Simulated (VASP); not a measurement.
# Nb2PdSe4 (C2/m) in VASP: single point with PBE

Aim: the single point of Nb2PdSe4 with PBE.

Everything below comes from runs of VASP 6.6.1. Logs are shortened: lines on timing, memory, paths and dates and some standing lists are left out, and cuts for length are marked.

### Step 1. The cell of the first run

Symmetry: C2/m, No. 12, monoclinic system. Conventional cell: a = 13.745 Å, b = 3.535 Å, c = 6.473 Å, α = 90.00°, β = 115.71°, γ = 90.00°. Nb (site symmetry m) has 6 Se at 2.58 to 2.83 Å and 2 Nb at 3.03 Å and 1 Pd at 3.17 Å within 3.4 Å. Within 3.5 Å of Pd (site symmetry 2/m) lie 6 Se at 2.68 Å and 2 Nb at 3.17 Å. Se (site symmetry m) has 3 Nb at 2.58 to 2.59 Å and 1 Pd at 2.68 Å and 1 Se at 3.14 Å within 3.4 Å. Se (site symmetry m) has 2 Pd at 2.68 Å and 3 Nb at 2.69 to 2.83 Å and 2 Se at 3.36 Å within 3.5 Å.

### Step 2. Single point, PBE

File INCAR:

```
SYSTEM = Nb2PdSe4
PREC = Accurate
ENCUT = 520
EDIFF = 1E-7
ISMEAR = 0
SIGMA = 0.15
LREAL = .False.
LASPH = .True.
NELM = 60
ALGO = Normal
ISIF = 2
LWAVE = .False.
LCHARG = .True.
GGA = PE
LELF = .True.
LVHAR = .True.
NBANDS = 39
```

File KPOINTS:

```
Automatic mesh
0
Gamma
  4 4 2
  0 0 0
```

File POSCAR:

```
Nb2PdSe4
1.0
    6.8665328553     -1.7672938508     -0.2864305194
    6.8665328553      1.7672938508     -0.2864305194
   -2.5622608296      0.0000000000      5.9443907350
Nb Pd Se
2 1 4
Direct
    0.7471037087      0.7471037087      0.6871535376
    0.2528962913      0.2528962913      0.3128464624
    0.0000000000      0.0000000000      0.0000000000
    0.1044892718      0.1044892718      0.4585353106
    0.8955107282      0.8955107282      0.5414646894
    0.3577300121      0.3577300121      0.0207236534
    0.6422699879      0.6422699879      0.9792763466
```

Potentials or basis: VASP PAW PBE potentials, release 64 (Nb_sv, Pd, Se).

Command:

```sh
$ cat potpaw_PBE.64/Nb_sv/POTCAR potpaw_PBE.64/Pd/POTCAR potpaw_PBE.64/Se/POTCAR > POTCAR
$ mpirun -np 1 vasp_std > vasp.out
```

OUTCAR:

```text
SYSTEM = Nb2PdSe4
   PREC = Accurate
   ENCUT = 520
   EDIFF = 1E-7
   ISMEAR = 0
   LREAL = .False.
   LASPH = .True.
   NELM = 60
   ISIF = 2
   GGA = PE

 ion  position               nearest neighbor table
   1  0.747  0.747  0.687-   4 2.58   4 2.58   5 2.59   6 2.69   6 2.69   7 2.83   2 3.03   2 3.03
                             3 3.17
   2  0.253  0.253  0.313-   5 2.58   5 2.58   4 2.59   7 2.69   7 2.69   6 2.83   1 3.03   1 3.03
                             3 3.17
   3  0.000  0.000  0.000-   4 2.68   5 2.68   7 2.68   7 2.68   6 2.68   6 2.68   1 3.17   2 3.17

   4  0.104  0.104  0.459-   1 2.58   1 2.58   2 2.59   3 2.68
   5  0.896  0.896  0.541-   2 2.58   2 2.58   1 2.59   3 2.68
   6  0.358  0.358  0.021-   3 2.68   3 2.68   1 2.69   1 2.69   2 2.83
   7  0.642  0.642  0.979-   3 2.68   3 2.68   2 2.69   2 2.69   1 2.83

  LATTYP: Found a base centered monoclinic cell.
 ALAT       =    13.7450086788
 B/A-ratio  =     0.2571542721
 C/A-ratio  =     0.4709415159
 COS(beta)  =    -0.4337620921

  Lattice vectors:

 A1 = (   6.8665328553,  -1.7672938508,  -0.2864305194)
 A2 = (   6.8665328553,   1.7672938508,  -0.2864305194)
 A3 = (  -2.5622608296,   0.0000000000,   5.9443907350)

Analysis of symmetry for initial positions (statically):
=====================================================================
 Subroutine PRICEL returns:
 Original cell was already a primitive cell.

 Routine SETGRP: Setting up the symmetry group for a
 base centered monoclinic supercell.

 Subroutine GETGRP returns: Found  4 space group operations
 (whereof  4 operations were pure point group operations)
 out of a pool of  4 trial point group operations.

The static configuration has the point symmetry C_2h.

Analysis of symmetry for dynamics (positions and initial velocities):
=====================================================================
 Subroutine PRICEL returns:
 Original cell was already a primitive cell.

 Routine SETGRP: Setting up the symmetry group for a
 base centered monoclinic supercell.

 Subroutine GETGRP returns: Found  4 space group operations
 (whereof  4 operations were pure point group operations)
 out of a pool of  4 trial point group operations.

The dynamic configuration has the point symmetry C_2h.

 Subroutine INISYM returns: Found  4 space group operations
 (whereof  4 operations are pure point group operations),
 and found     1 'primitive' translations

----------------------------------------------------------------------------------------

                                     Primitive cell

  volume of cell :     141.6785

  direct lattice vectors                    reciprocal lattice vectors
     6.866532855 -1.767293851 -0.286430519     0.074150198 -0.282918429  0.031961585
     6.866532855  1.767293851 -0.286430519     0.074150198  0.282918429  0.031961585
    -2.562260830  0.000000000  5.944390735     0.007145856  0.000000000  0.171305958

  length of vectors
     7.096100581  7.096100581  6.473095223     0.294215282  0.294215282  0.171454934

  position of ions in fractional coordinates (direct lattice)
     0.747103709  0.747103709  0.687153538
     0.252896291  0.252896291  0.312846462
     0.000000000  0.000000000  0.000000000
     0.104489272  0.104489272  0.458535311
     0.895510728  0.895510728  0.541464689
     0.357730012  0.357730012  0.020723653
     0.642269988  0.642269988  0.979276347

  ion indices of the primitive-cell ions
   primitive index   ion index
                 1           1
                 2           2
                 3           3
                 4           4
                 5           5
                 6           6
                 7           7

----------------------------------------------------------------------------------------

 KPOINTS: Automatic mesh

Automatic generation of k-mesh.
 Grid dimensions read from file:
 generate k-points for:    4    4    2

 Generating k-lattice:

  Cartesian coordinates                     Fractional coordinates (reciprocal lattice)
     0.018537550 -0.070729607  0.007990396     0.250000000  0.000000000 -0.000000000
     0.018537550  0.070729607  0.007990396     0.000000000  0.250000000 -0.000000000
     0.003572928  0.000000000  0.085652979     0.000000000  0.000000000  0.500000000

  Length of vectors
     0.073553821  0.073553821  0.085727467

  Shift w.r.t. Gamma in fractional coordinates (k-lattice)
     0.000000000  0.000000000  0.000000000

 Subroutine IBZKPT returns following result:
 ===========================================

 Found     14 irreducible k-points:

 Following reciprocal coordinates:
            Coordinates               Weight
  0.000000  0.000000  0.000000      1.000000
  0.250000 -0.000000 -0.000000      4.000000
  0.500000 -0.000000 -0.000000      2.000000
  0.250000  0.250000 -0.000000      2.000000
  0.500000  0.250000 -0.000000      4.000000
 -0.250000  0.250000  0.000000      2.000000
  0.500000  0.500000 -0.000000      1.000000
  0.000000  0.000000  0.500000      1.000000
  0.250000 -0.000000  0.500000      4.000000
  0.500000 -0.000000  0.500000      2.000000
  0.250000  0.250000  0.500000      2.000000
  0.500000  0.250000  0.500000      4.000000
 -0.250000  0.250000  0.500000      2.000000
  0.500000  0.500000  0.500000      1.000000
   k-points           NKPTS =     14   k-points in BZ     NKDIM =     14   number of bands    NBANDS=     39
   number of dos      NEDOS =    301   number of ions     NIONS =      7
   total plane-waves  NPLWV = 139968
   dimension x,y,z NGX =    54 NGY =   54 NGZ =   48
   dimension x,y,z NGXF=   108 NGYF=  108 NGZF=   96
   ions per type =               2   1   4
   NGX,Y,Z   is equivalent  to a cutoff of  12.65, 12.65, 12.33 a.u.
   NGXF,Y,Z  is equivalent  to a cutoff of  25.30, 25.30, 24.66 a.u.
 SYSTEM =  Nb2PdSe4
   PREC   = accura    normal or accurate (medium, high low for compatibility)
   ISTART =      0    job   : 0-new  1-cont  2-samecut
   ICHARG =      2    charge: 1-file 2-atom 10-const
   ISPIN  =      1    spin polarized calculation?
   LNONCOLLINEAR =      F non collinear calculations
   LSORBIT =      F    spin-orbit coupling
   LASPH  =      T    aspherical Exc in radial PAW
   ENCUT  =  520.0 eV  38.22 Ry    6.18 a.u.  13.19 13.19 12.04*2*pi/ulx,y,z
   NELM   =     60;   NELMIN=  2; NELMDL= -5     # of ELM steps
   EDIFF  = 0.1E-06   stopping-criterion for ELM
   LREAL  =      F    real-space projection
   EDIFFG = 0.1E-05   stopping-criterion for IOM
   NSW    =      0    number of steps for IOM
   IBRION =     -1    ionic relax: 0-MD 1-quasi-New 2-CG
   NFREE  =      0    steps in history (QN), initial steepest desc. (CG)
   ISIF   =      2    stress and relaxation
   ISYM   =      2    0-nonsym 1-usesym 2-fastsym
   POTIM  = 0.5000    time-step for ionic-motion
   TEBEG  =    0.0;   TEEND  =   0.0 temperature during run
   PSTRESS=    0.0 pullay stress
   NELECT =      60.0000    total number of electrons
   NUPDOWN=      -1.0000    fix difference up-down
   EMIN   =  10.00;   EMAX   =-10.00  energy-range for DOS
   EFERMI =   0.00;   METHOD = LEGACY
   ISMEAR =     0;   SIGMA  =   0.15  broadening in eV -4-tet -1-fermi 0-gaus
   EFERMI_NEDOS =   21; number of points for ismear=-14 and -15
   IALGO  =     38    algorithm
   IMIX   =      4    mixing-type and parameters
     AMIX     =   0.40;   BMIX     =  1.00
     AMIX_MAG =   1.60;   BMIX_MAG =  1.00
  volume/ion in A,a.u.               =      20.24       136.58
  Fermi-wavevector in a.u.,A,eV,Ry     =   1.229393  2.323215 20.563934  1.511407
  Thomas-Fermi vector in A             =   2.364282
   LORBIT       =      0    0 simple, 1 ext, 2 COOP (PROOUT), +10 PAW based schemes
   GGA     = PE    functional components
   LHFCALC =     F    Hartree Fock is set to
   AEXX    =    0.0000 exact exchange contribution
   IVDW    =     0    specifies the selected vdW correction
   LEPSILON=     F    determine dielectric tensor
   LRPA    =     F    only Hartree local field effects (RPA)
 non-spin polarized calculation
 Gauss-broadening in eV      SIGMA  =   0.15
  energy-cutoff  :      520.00
  volume of cell :      141.68
 maximum number of plane-waves:      3858
 NGX is ok and might be reduce to    54
   NGX = 27   NGY = 27   NGZ = 25

 number of electron      60.0000002 magnetization

 Free energy of the ion-electron system (eV)
  ---------------------------------------------------
  ext. energy  EPLUGINS =         0.00000000
  ---------------------------------------------------
  free energy    TOTEN  =       -44.61382278 eV

  energy without entropy =      -44.54512867  energy(sigma->0) =      -44.57947573

 E-fermi :   7.0063     XC(G=0): -10.8115

 val. band max:        6.9209677405   @ k =   0.5000   0.5000   0.5000
 cond. band min:       7.0186118920   @ k =   0.2500   0.2500   0.5000
 fundamental gap:      0.0976441515
 Fermi energy:         7.0063445938

 k-point     1 :       0.0000    0.0000    0.0000
  band No.  band energies     occupation
      1     -48.3437      2.00000
      2     -48.2881      2.00000
      3     -24.5729      2.00000
      4     -24.5160      2.00000
      5     -24.4420      2.00000
      6     -24.3726      2.00000
[... 31 lines left out ...]
     38      10.2644      0.00000
     39      10.4559      0.00000

 k-point     2 :       0.2500   -0.0000   -0.0000
  band No.  band energies     occupation
      1     -48.3314      2.00000
      2     -48.2920      2.00000
      3     -24.5685      2.00000
      4     -24.5327      2.00000
      5     -24.4878      2.00000
      6     -24.4066      2.00000
[... 31 lines left out ...]
     38      10.5640      0.00000
     39      11.0135      0.00000

 k-point     3 :       0.5000   -0.0000   -0.0000
  band No.  band energies     occupation
      1     -48.3075      2.00000
      2     -48.3075      2.00000
      3     -24.6021      2.00000
      4     -24.6020      2.00000
      5     -24.4489      2.00000
      6     -24.4485      2.00000
[... 31 lines left out ...]
     38      10.8644      0.00000
     39      11.7108      0.00000

 k-point     4 :       0.2500    0.2500   -0.0000
  band No.  band energies     occupation
      1     -48.3437      2.00000
      2     -48.2881      2.00000
      3     -24.5728      2.00000
      4     -24.5163      2.00000
      5     -24.4419      2.00000
      6     -24.3724      2.00000
[... 31 lines left out ...]
     38      10.4189      0.00000
     39      10.5190      0.00000
[... 334 lines left out ...]
     38      10.5433      0.00000
     39      10.8367      0.00000

 k-point    13 :      -0.2500    0.2500    0.5000
  band No.  band energies     occupation
      1     -48.3075      2.00000
      2     -48.3075      2.00000
      3     -24.6084      2.00000
      4     -24.6084      2.00000
      5     -24.4485      2.00000
      6     -24.4481      2.00000
[... 31 lines left out ...]
     38      10.7583      0.00000
     39      10.8671      0.00000

 k-point    14 :       0.5000    0.5000    0.5000
  band No.  band energies     occupation
      1     -48.3433      2.00000
      2     -48.2885      2.00000
      3     -24.5604      2.00000
      4     -24.5149      2.00000
      5     -24.4405      2.00000
      6     -24.3726      2.00000
[... 31 lines left out ...]
     38      10.2110      0.00000
     39      10.4695      0.00000

------------------------ aborting loop because EDIFF is reached ----------------------------------------

  FORCE on cell =-STRESS in cart. coord.  units (eV):
  Direction    XX          YY          ZZ          XY          YZ          ZX
  --------------------------------------------------------------------------------------
  -------------------------------------------------------------------------------------
  Total       -0.2089114     -0.1297158     -0.3182319      0.0000000      0.0000000     -0.0004655
  in kB       -2.3624837     -1.4668975     -3.5987403      0.0000000      0.0000000     -0.0052644
  external PRESSURE =      -2.4760405 kB  Pullay stress =       0.0000000 kB

 VOLUME and BASIS-vectors are now :
 -----------------------------------------------------------------------------
  energy-cutoff  :      520.00
  volume of cell :      141.68
      direct lattice vectors                 reciprocal lattice vectors
     6.866532855 -1.767293851 -0.286430519     0.074150198 -0.282918429  0.031961585
     6.866532855  1.767293851 -0.286430519     0.074150198  0.282918429  0.031961585
    -2.562260830  0.000000000  5.944390735     0.007145856  0.000000000  0.171305958

 POSITION                                       TOTAL-FORCE (eV/Angst)
 -----------------------------------------------------------------------------------
      8.49936      0.00000      3.65672        -0.011982      0.000000      0.012039
      2.67145      0.00000      1.71481         0.011982      0.000000     -0.012039
      0.00000      0.00000      0.00000        -0.000000     -0.000000      0.000000
      0.26007      0.00000      2.66586         0.043898      0.000000      0.019086
     10.91073      0.00000      2.70567        -0.043898      0.000000     -0.019086
      4.85963      0.00000     -0.08174        -0.006493      0.000000     -0.062389
      6.31117      0.00000      5.45327         0.006493      0.000000      0.062389
 -----------------------------------------------------------------------------------
    total drift:                                0.000000     -0.000000     -0.000000

  FREE ENERGIE OF THE ION-ELECTRON SYSTEM (eV)
  ---------------------------------------------------
  free  energy   TOTEN  =       -44.6138227848 eV

  energy  without entropy=      -44.5451286686  energy(sigma->0) =      -44.57947573
```

Wall time 2.4 min (1 thread of Intel Xeon Platinum 8375C at 2.90GHz (Ice Lake), shared host); peak memory 0.39 GiB.

What came out:

* Free energy: -44.6138 eV
* Pressure: -0.2 GPa
* Largest force: 0.063 eV/Å
* Band gap on the k mesh: zero (band 30 reaches 7.28 eV, above the bottom of band 31 at 6.89 eV)

Forces on the atoms (eV/Å):
```
Nb  -0.012  0.000  0.012
Nb   0.012  0.000 -0.012
Pd   0.000  0.000  0.000
Se   0.044  0.000  0.019
Se  -0.044  0.000 -0.019
Se  -0.006  0.000 -0.062
Se   0.006  0.000  0.062
```

Caveat: the k points lie up to 0.54 Å⁻¹ apart.
